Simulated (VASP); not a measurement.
# Tl2CuO4 (I4/mmm) in VASP: notebook, part 2 of 2

VASP 6.6.1. The steps go on from the part before.

## (3) Single point, PBE

This run uses another cell than the first one, of 12.59 Å³/atom.

Contents of INCAR:

```
SYSTEM = Tl2CuO4
ALGO = Normal
EDIFF = 1E-6
ENCUT = 520
GGA = PE
ISIF = 2
ISMEAR = -1
LASPH = .TRUE.
LCHARG = .FALSE.
LREAL = .FALSE.
LWAVE = .FALSE.
NBANDS = 40
NELM = 80
PREC = Accurate
SIGMA = 0.05
```

Contents of KPOINTS:

```
k-points
0
G
  10 10 10
  0 0 0
```

Contents of POSCAR:

```
Tl2CuO4
1.0
   -1.9403239170      1.9403239170      5.8536914798
    1.9403239170     -1.9403239170      5.8536914798
    1.9403239170      1.9403239170     -5.8536914798
Tl Cu O
2 1 4
Direct
    0.3493790000      0.3493790000      0.0000000000
    0.6506210000      0.6506210000      0.0000000000
    0.0000000000      0.0000000000      0.0000000000
    0.0000000000      0.5000000000      0.5000000000
    0.5000000000      0.0000000000      0.5000000000
    0.2500000000      0.7500000000      0.5000000000
    0.7500000000      0.2500000000      0.5000000000
```

Potentials or basis: VASP PAW PBE potentials, release 64 (Tl_d, Cu, O).

The run is started by

```
cat potpaw_PBE.64/Tl_d/POTCAR potpaw_PBE.64/Cu/POTCAR potpaw_PBE.64/O/POTCAR > POTCAR
mpirun -np 1 vasp_std > vasp.out
```

OUTCAR:

```text
SYSTEM = Tl2CuO4
   EDIFF = 1E-6
   ENCUT = 520
   GGA = PE
   ISIF = 2
   ISMEAR = -1
   LASPH = .TRUE.
   LREAL = .FALSE.
   NELM = 80
   PREC = Accurate

 ion  position               nearest neighbor table
   1  0.349  0.349  0.000-   6 2.26   7 2.26   6 2.26   7 2.26   4 2.62   5 2.62   4 2.62   5 2.62
                             3 3.26   3 3.26   3 3.26   3 3.26   2 3.53   2 3.60   2 3.60   2 3.60
   2  0.651  0.651  0.000-   6 2.26   7 2.26   6 2.26   7 2.26   5 2.62   4 2.62   4 2.62   5 2.62
                             3 3.26   3 3.26   3 3.26   3 3.26   1 3.53   1 3.60   1 3.60   1 3.60
   3  0.000  0.000  0.000-   4 1.94   5 1.94   4 1.94   5 1.94   2 3.26   2 3.26   2 3.26   1 3.26
                             2 3.26   1 3.26   1 3.26   1 3.26
   4  0.000  0.500  0.500-   3 1.94   3 1.94   2 2.62   1 2.62   1 2.62   2 2.62
   5  0.500  0.000  0.500-   3 1.94   3 1.94   1 2.62   2 2.62   1 2.62   2 2.62
   6  0.250  0.750  0.500-   1 2.26   2 2.26   1 2.26   2 2.26
   7  0.750  0.250  0.500-   1 2.26   2 2.26   1 2.26   2 2.26

  LATTYP: Found a body centered tetragonal cell.
 ALAT       =     3.8806478340
 C/A-ratio  =     3.0168630240

  Lattice vectors:

 A1 = (  -1.9403239170,   1.9403239170,   5.8536914798)
 A2 = (   1.9403239170,  -1.9403239170,   5.8536914798)
 A3 = (   1.9403239170,   1.9403239170,  -5.8536914798)

Analysis of symmetry for initial positions (statically):
=====================================================================
 Subroutine PRICEL returns:
 Original cell was already a primitive cell.

 Routine SETGRP: Setting up the symmetry group for a
 body centered tetragonal supercell.

 Subroutine GETGRP returns: Found 16 space group operations
 (whereof 16 operations were pure point group operations)
 out of a pool of 16 trial point group operations.

The static configuration has the point symmetry D_4h.

Analysis of symmetry for dynamics (positions and initial velocities):
=====================================================================
 Subroutine PRICEL returns:
 Original cell was already a primitive cell.

 Routine SETGRP: Setting up the symmetry group for a
 body centered tetragonal supercell.

 Subroutine GETGRP returns: Found 16 space group operations
 (whereof 16 operations were pure point group operations)
 out of a pool of 16 trial point group operations.

The dynamic configuration has the point symmetry D_4h.

 Subroutine INISYM returns: Found 16 space group operations
 (whereof 16 operations are pure point group operations),
 and found     1 'primitive' translations

----------------------------------------------------------------------------------------

                                     Primitive cell

  volume of cell :      88.1532

  direct lattice vectors                    reciprocal lattice vectors
    -1.940323917  1.940323917  5.853691480     0.000000000  0.257688933  0.085416186
     1.940323917 -1.940323917  5.853691480     0.257688933  0.000000000  0.085416186
     1.940323917  1.940323917 -5.853691480     0.257688933  0.257688933  0.000000000

  length of vectors
     6.464937567  6.464937567  6.464937567     0.271476539  0.271476539  0.364427184

  position of ions in fractional coordinates (direct lattice)
     0.349379000  0.349379000  0.000000000
     0.650621000  0.650621000  0.000000000
     0.000000000  0.000000000  0.000000000
     0.000000000  0.500000000  0.500000000
[... 47 lines left out ...]
  0.500000  0.000000  0.000000      4.000000
[... 16 lines left out ...]
  0.300000  0.300000 -0.000000      8.000000
  0.400000  0.300000 -0.000000     16.000000
 [... further k-points ...]
   k-points           NKPTS =    102   k-points in BZ     NKDIM =    102   number of bands    NBANDS=     40
   number of dos      NEDOS =    301   number of ions     NIONS =      7
   total plane-waves  NPLWV = 110592
   dimension x,y,z NGX =    48 NGY =   48 NGZ =   48
   dimension x,y,z NGXF=    96 NGYF=   96 NGZF=   96
   ions per type =               2   1   4
   NGX,Y,Z   is equivalent  to a cutoff of  12.34, 12.34, 12.34 a.u.
   NGXF,Y,Z  is equivalent  to a cutoff of  24.69, 24.69, 24.69 a.u.
 SYSTEM =  Tl2CuO4
   PREC   = accura    normal or accurate (medium, high low for compatibility)
   ISTART =      0    job   : 0-new  1-cont  2-samecut
   ICHARG =      2    charge: 1-file 2-atom 10-const
   ISPIN  =      1    spin polarized calculation?
   LNONCOLLINEAR =      F non collinear calculations
   LSORBIT =      F    spin-orbit coupling
   LASPH  =      T    aspherical Exc in radial PAW
   ENCUT  =  520.0 eV  38.22 Ry    6.18 a.u.  12.02 12.02 12.02*2*pi/ulx,y,z
   NELM   =     80;   NELMIN=  2; NELMDL= -5     # of ELM steps
   EDIFF  = 0.1E-05   stopping-criterion for ELM
   LREAL  =      F    real-space projection
   EDIFFG = 0.1E-04   stopping-criterion for IOM
   NSW    =      0    number of steps for IOM
   IBRION =     -1    ionic relax: 0-MD 1-quasi-New 2-CG
   NFREE  =      0    steps in history (QN), initial steepest desc. (CG)
   ISIF   =      2    stress and relaxation
   ISYM   =      2    0-nonsym 1-usesym 2-fastsym
   POTIM  = 0.5000    time-step for ionic-motion
   TEBEG  =    0.0;   TEEND  =   0.0 temperature during run
   PSTRESS=    0.0 pullay stress
   NELECT =      61.0000    total number of electrons
   NUPDOWN=      -1.0000    fix difference up-down
   EMIN   =  10.00;   EMAX   =-10.00  energy-range for DOS
   EFERMI =   0.00;   METHOD = LEGACY
   ISMEAR =    -1;   SIGMA  =   0.05  broadening in eV -4-tet -1-fermi 0-gaus
   EFERMI_NEDOS =   21; number of points for ismear=-14 and -15
   IALGO  =     38    algorithm
   IMIX   =      4    mixing-type and parameters
     AMIX     =   0.40;   BMIX     =  1.00
     AMIX_MAG =   1.60;   BMIX_MAG =  1.00
  volume/ion in A,a.u.               =      12.59        84.98
  Fermi-wavevector in a.u.,A,eV,Ry     =   1.448012  2.736345 28.527843  2.096737
  Thomas-Fermi vector in A             =   2.565901
   LORBIT       =      0    0 simple, 1 ext, 2 COOP (PROOUT), +10 PAW based schemes
   GGA     = PE    functional components
   LHFCALC =     F    Hartree Fock is set to
   AEXX    =    0.0000 exact exchange contribution
   IVDW    =     0    specifies the selected vdW correction
   LEPSILON=     F    determine dielectric tensor
   LRPA    =     F    only Hartree local field effects (RPA)
 non-spin polarized calculation
  energy-cutoff  :      520.00
  volume of cell :       88.15
 maximum number of plane-waves:      2396
   NGX = 25   NGY = 25   NGZ = 25

 number of electron      60.9999989 magnetization

 Free energy of the ion-electron system (eV)
  ---------------------------------------------------
  ext. energy  EPLUGINS =         0.00000000
  ---------------------------------------------------
  free energy    TOTEN  =       -31.09682331 eV

  energy without entropy =      -31.08443181  energy(sigma->0) =      -31.09062756

 E-fermi :   5.6470     XC(G=0): -11.4683

 val. band max:        5.6457424791   @ k =   0.5000   0.1000   0.0000
 cond. band min:       5.7100558813   @ k =   0.5000   0.5000   0.3000
 fundamental gap:      0.0643134022
 Fermi energy:         5.6469659655

 k-point     1 :       0.0000    0.0000    0.0000
  band No.  band energies     occupation
      1     -12.8279      2.00000
      2     -12.0348      2.00000
      3     -11.2806      2.00000
      4     -11.0895      2.00000
      5      -4.8046      2.00000
      6      -4.8046      2.00000
[... 1021 lines left out ...]
     39      15.4642      0.00000
     40      15.7720      0.00000

 [... further k-points ...]

------------------------ aborting loop because EDIFF is reached ----------------------------------------

  FORCE on cell =-STRESS in cart. coord.  units (eV):
  Direction    XX          YY          ZZ          XY          YZ          ZX
  --------------------------------------------------------------------------------------
  -------------------------------------------------------------------------------------
  Total        3.5000063      3.5000063      2.8014787      0.0000000      0.0000000      0.0000000
  in kB       63.6123022     63.6123022     50.9166257      0.0000000      0.0000000      0.0000000
  external PRESSURE =      59.3804100 kB  Pullay stress =       0.0000000 kB

 VOLUME and BASIS-vectors are now :
 -----------------------------------------------------------------------------
  energy-cutoff  :      520.00
  volume of cell :       88.15
      direct lattice vectors                 reciprocal lattice vectors
    -1.940323917  1.940323917  5.853691480     0.000000000  0.257688933  0.085416186
     1.940323917 -1.940323917  5.853691480     0.257688933  0.000000000  0.085416186
     1.940323917  1.940323917 -5.853691480     0.257688933  0.257688933  0.000000000

 POSITION                                       TOTAL-FORCE (eV/Angst)
 -----------------------------------------------------------------------------------
      0.00000      0.00000      4.09031         0.000000      0.000000      0.145372
      0.00000      0.00000      7.61707         0.000000      0.000000     -0.145372
      0.00000      0.00000      0.00000        -0.000000     -0.000000     -0.000000
      1.94032      0.00000      0.00000        -0.000000     -0.000000     -0.000000
      0.00000      1.94032      0.00000        -0.000000     -0.000000     -0.000000
      1.94032     -0.00000      2.92685        -0.000000     -0.000000     -0.000000
     -0.00000      1.94032      2.92685        -0.000000     -0.000000      0.000000
 -----------------------------------------------------------------------------------
    total drift:                                0.000000     -0.000000      0.000000

  FREE ENERGIE OF THE ION-ELECTRON SYSTEM (eV)
  ---------------------------------------------------
  free  energy   TOTEN  =       -31.0968233100 eV

  energy  without entropy=      -31.0844318061  energy(sigma->0) =      -31.09062756
```

Run time: 9.3 min. Hardware: 1 thread of Intel Xeon 6975P-C (Granite Rapids), shared host; peak memory 0.55 GiB.

What came out:

- Free energy: -31.0968 eV
- Pressure: 5.9 GPa
- Largest force: 0.145 eV/Å
- Band gap on the k mesh: zero (an odd number of electrons rules out a gap without spin polarisation)

Forces in eV/Å, atoms in the order of the input:
```
Tl   0.000  0.000  0.145
Tl   0.000  0.000 -0.145
Cu   0.000  0.000  0.000
O    0.000  0.000  0.000
O    0.000  0.000  0.000
O    0.000  0.000  0.000
O    0.000  0.000  0.000
```

Levels at points of the mesh, in eV from the Fermi level:
| k point | band 29 | band 30 | band 31 | band 32 | band 33 | band 34 |
| --- | --- | --- | --- | --- | --- | --- |
| (0.00, 0.00, 0.00) | -1.21 | -0.67 | -0.56 | -0.56 | 3.11 | 5.21 |
| (0.50, 0.00, 0.00) | -0.70 | -0.57 | -0.32 | 2.51 | 2.53 | 5.65 |
| (0.50, 0.50, 0.00) | -0.23 | -0.17 | 1.17 | 2.19 | 3.32 | 5.58 |
| (0.50, 0.50, 0.50) | -0.85 | -0.85 | -0.51 | 1.21 | 1.62 | 4.44 |

Caveat: the cell stands under pressure; spin-orbit coupling is left out, which moves the levels of the heavy elements; an odd number of electrons without spin polarisation forces a metal; a magnetic or distorted state may lie lower; semilocal functionals often make such compounds metallic where correlation or magnetic order opens a gap, which also shifts bond lengths. With open d or f shells a metallic result of PBE can be an artefact of self-interaction; +U or a hybrid may open a gap.

## (4) Single point, PBE

This run uses another cell than the first one, of 12.86 Å³/atom.

Contents of INCAR:

```
SYSTEM = Tl2CuO4
ALGO = Normal ; EDIFF = 1E-6
ENCUT = 520 ; GGA = PE
ISIF = 2 ; ISMEAR = -1
LASPH = .TRUE. ; LCHARG = .TRUE.
LELF = .TRUE. ; LREAL = .FALSE.
LVHAR = .TRUE. ; LWAVE = .FALSE.
NBANDS = 40 ; NELM = 60
PREC = Accurate ; SIGMA = 0.05
```

KPOINTS is that of step 3.

POSCAR: that of step 3 with these lines changed.

```diff
@@ -2,5 +2,5 @@
 1.0
-   -1.9403239170      1.9403239170      5.8536914798
-    1.9403239170     -1.9403239170      5.8536914798
-    1.9403239170      1.9403239170     -5.8536914798
+   -1.9537058841      1.9537058841      5.8940630416
+    1.9537058841     -1.9537058841      5.8940630416
+    1.9537058841      1.9537058841     -5.8940630416
 Tl Cu O
```

Potentials or basis: VASP PAW PBE potentials, release 64 (Tl_d, Cu, O).

The run is started by

```
cat potpaw_PBE.64/Tl_d/POTCAR potpaw_PBE.64/Cu/POTCAR potpaw_PBE.64/O/POTCAR > POTCAR
mpirun -np 1 vasp_std > vasp.out
```

OUTCAR:

```text
SYSTEM = Tl2CuO4
   EDIFF = 1E-6
   ENCUT = 520
   GGA = PE
   ISIF = 2
   ISMEAR = -1
   LASPH = .TRUE.
   LREAL = .FALSE.
   NELM = 60
   PREC = Accurate

 ion  position               nearest neighbor table
   1  0.349  0.349  0.000-   6 2.28   7 2.28   6 2.28   7 2.28   4 2.64   5 2.64   4 2.64   5 2.64
                             3 3.28   3 3.28   3 3.28   3 3.28   2 3.55   2 3.62   2 3.62   2 3.62
   2  0.651  0.651  0.000-   6 2.28   7 2.28   6 2.28   7 2.28   4 2.64   5 2.64   5 2.64   4 2.64
                             3 3.28   3 3.28   3 3.28   3 3.28   1 3.55   1 3.62   1 3.62   1 3.62
   3  0.000  0.000  0.000-   4 1.95   5 1.95   4 1.95   5 1.95   2 3.28   2 3.28   2 3.28   1 3.28
[... 1247 lines left out ...]
  in kB       27.9956522     27.9956522     26.6909218      0.0000000     -0.0000000      0.0000000
  external PRESSURE =      27.5607421 kB  Pullay stress =       0.0000000 kB

 VOLUME and BASIS-vectors are now :
 -----------------------------------------------------------------------------
  energy-cutoff  :      520.00
  volume of cell :       89.99
      direct lattice vectors                 reciprocal lattice vectors
    -1.953705884  1.953705884  5.894063042     0.000000000  0.255923885  0.084831125
     1.953705884 -1.953705884  5.894063042     0.255923885  0.000000000  0.084831125
     1.953705884  1.953705884 -5.894063042     0.255923885  0.255923885  0.000000000

 POSITION                                       TOTAL-FORCE (eV/Angst)
 -----------------------------------------------------------------------------------
      0.00000      0.00000      4.11852        -0.000000     -0.000000      0.032517
      0.00000      0.00000      7.66960         0.000000      0.000000     -0.032517
      0.00000      0.00000      0.00000         0.000000      0.000000      0.000000
      1.95371      0.00000      0.00000         0.000000      0.000000      0.000000
      0.00000      1.95371      0.00000         0.000000      0.000000      0.000000
      1.95371     -0.00000      2.94703         0.000000      0.000000      0.000000
     -0.00000      1.95371      2.94703         0.000000      0.000000      0.000000
 -----------------------------------------------------------------------------------
    total drift:                                0.000000     -0.000000      0.000000

  FREE ENERGIE OF THE ION-ELECTRON SYSTEM (eV)
  ---------------------------------------------------
  free  energy   TOTEN  =       -31.1485998988 eV

  energy  without entropy=      -31.1359392402  energy(sigma->0) =      -31.14226957
```

OSZICAR:

```text
N       E                     dE             d eps       ncg     rms          rms(c)
DAV:   1     0.590852387448E+03    0.59085E+03   -0.31043E+04  8344   0.177E+03
DAV:   2     0.184075561015E+02   -0.57244E+03   -0.52748E+03  8960   0.448E+02
[... 19 lines left out ...]
DAV:  22    -0.311486144149E+02   -0.10487E-03   -0.16125E-03 11536   0.457E-01    0.319E-02
DAV:  23    -0.311486297517E+02   -0.15337E-04   -0.45130E-05 13088   0.170E-01    0.430E-02
DAV:  24    -0.311486564786E+02   -0.26727E-04   -0.46772E-05 12552   0.112E-01    0.490E-02
DAV:  25    -0.311486002339E+02    0.56245E-04   -0.16873E-04 12176   0.382E-01    0.127E-02
DAV:  26    -0.311486002526E+02   -0.18769E-07   -0.18619E-05 11232   0.477E-02    0.741E-03
DAV:  27    -0.311485998988E+02    0.35388E-06   -0.44470E-07  4800   0.575E-03
   1 F= -.31148600E+02 E0= -.31142270E+02  d E =-.126607E-01
```

Run time: 9.1 min. Hardware: 1 thread of Intel Xeon 6975P-C (Granite Rapids), shared host; peak memory 0.55 GiB.

Results:

```yaml
Free_energy: -31.1486 eV
Pressure: 2.8 GPa
Largest_force: 0.033 eV/Å
Band_gap_on_the_k_mesh: zero (an odd number of electrons rules out a gap without spin polarisation)
```

Forces in eV/Å, atoms in the order of the input:
```
Tl   0.000  0.000  0.033
Tl   0.000  0.000 -0.033
Cu   0.000  0.000  0.000
O    0.000  0.000  0.000
O    0.000  0.000  0.000
O    0.000  0.000  0.000
O    0.000  0.000  0.000
```

Caveat: spin-orbit coupling is left out, which moves the levels of the heavy elements; an odd number of electrons without spin polarisation forces a metal; a magnetic or distorted state may lie lower; semilocal functionals often make such compounds metallic where correlation or magnetic order opens a gap, which also shifts bond lengths.

## (5) Single point, PBE

This run uses another cell than the first one, of 13.12 Å³/atom.

Contents of INCAR:

```
SYSTEM = Tl2CuO4
PREC = Accurate
ENCUT = 520
EDIFF = 1E-7
ISMEAR = -1
SIGMA = 0.05
LREAL = .FALSE.
LASPH = .TRUE.
NELM = 100
ALGO = Normal
ISIF = 2
LWAVE = .FALSE.
LCHARG = .FALSE.
GGA = PE
NBANDS = 40
```

Contents of KPOINTS:

```
Automatic mesh
0
G
  10 10 10
  0 0 0
```

POSCAR: that of step 4 with these lines changed.

```diff
@@ -2,5 +2,5 @@
 1.0
-   -1.9537058841      1.9537058841      5.8940630416
-    1.9537058841     -1.9537058841      5.8940630416
-    1.9537058841      1.9537058841     -5.8940630416
+   -1.9669070000      1.9669070000      5.9338890000
+    1.9669070000     -1.9669070000      5.9338890000
+    1.9669070000      1.9669070000     -5.9338890000
 Tl Cu O
```

The run is started by

```
cat potpaw_PBE.64/Tl_d/POTCAR potpaw_PBE.64/Cu/POTCAR potpaw_PBE.64/O/POTCAR > POTCAR
mpirun -np 1 vasp_std > vasp.out
```

It took 25 min on 1 thread of Intel Xeon 6975P-C (Granite Rapids), shared host; peak memory 0.58 GiB.

It converged, with:

- Free energy: -31.1671 eV
- Pressure: 0.1 GPa
- Largest force: 0.068 eV/Å
- Band gap on the k mesh: zero (an odd number of electrons rules out a gap without spin polarisation)

Forces in eV/Å, atoms in the order of the input:
```
Tl   0.000  0.000 -0.068
Tl   0.000  0.000  0.068
Cu   0.000  0.000  0.000
O    0.000  0.000  0.000
O    0.000  0.000  0.000
O    0.000  0.000  0.000
O    0.000  0.000  0.000
```

Stress tensor (GPa, compression positive):
```
-0.24  0.00  0.00
 0.00 -0.24  0.00
 0.00  0.00  0.65
```

Levels at points of the mesh, in eV from the Fermi level:
| k point | band 28 | band 29 | band 30 | band 31 | band 32 | band 33 | band 34 | band 35 |
| --- | --- | --- | --- | --- | --- | --- | --- | --- |
| (0.00, 0.00, 0.00) | -1.48 | -1.26 | -0.64 | -0.51 | -0.51 | 2.91 | 5.13 | 5.62 |
| (0.50, 0.00, 0.00) | -0.93 | -0.63 | -0.52 | -0.31 | 2.36 | 2.37 | 5.64 | 5.76 |
| (0.50, 0.50, 0.00) | -0.20 | -0.18 | -0.14 | 1.10 | 2.09 | 3.11 | 5.64 | 5.77 |
| (0.50, 0.50, 0.50) | -1.09 | -0.77 | -0.77 | -0.46 | 1.04 | 1.51 | 4.32 | 7.15 |

Caveat: spin-orbit coupling is left out, which moves the levels of the heavy elements; an odd number of electrons without spin polarisation forces a metal; a magnetic or distorted state may lie lower; semilocal functionals often make such compounds metallic where correlation or magnetic order opens a gap, which also shifts bond lengths.

## (6) Overview

| cell | gap on the mesh (eV) | pressure (GPa) | largest force (eV/Å) |
| --- | --- | --- | --- |
| a = 6.420 Å, angles 145.1, 145.1, 50.2°, 7 atoms | none | 9.3 | 0.27 |
| a = 6.465 Å, angles 145.1, 145.1, 50.2°, 7 atoms | none | 5.9 | 0.15 |
| a = 6.510 Å, angles 145.1, 145.1, 50.2°, 7 atoms | none | 2.8 | 0.03 |
| a = 6.554 Å, angles 145.1, 145.1, 50.2°, 7 atoms | none | 0.1 | 0.07 |

Alike in all rows: task single point; level PBE; potentials or basis VASP PAW PBE potentials, release 64 (Tl_d, Cu, O); no spin polarisation; k mesh 10 × 10 × 10; cutoff (eV) 520; smearing fermi-dirac 0.05 eV.

Caveats: spin-orbit coupling is left out, which moves the levels of the heavy elements; an odd number of electrons without spin polarisation forces a metal; a magnetic or distorted state may lie lower; semilocal functionals often make such compounds metallic where correlation or magnetic order opens a gap, which also shifts bond lengths; the cell stands under pressure (at least some runs).

Absolute energies hang on the potentials; compare differences alone.

The gap in the log of VASP goes by the Fermi energy; the results here count the filled bands.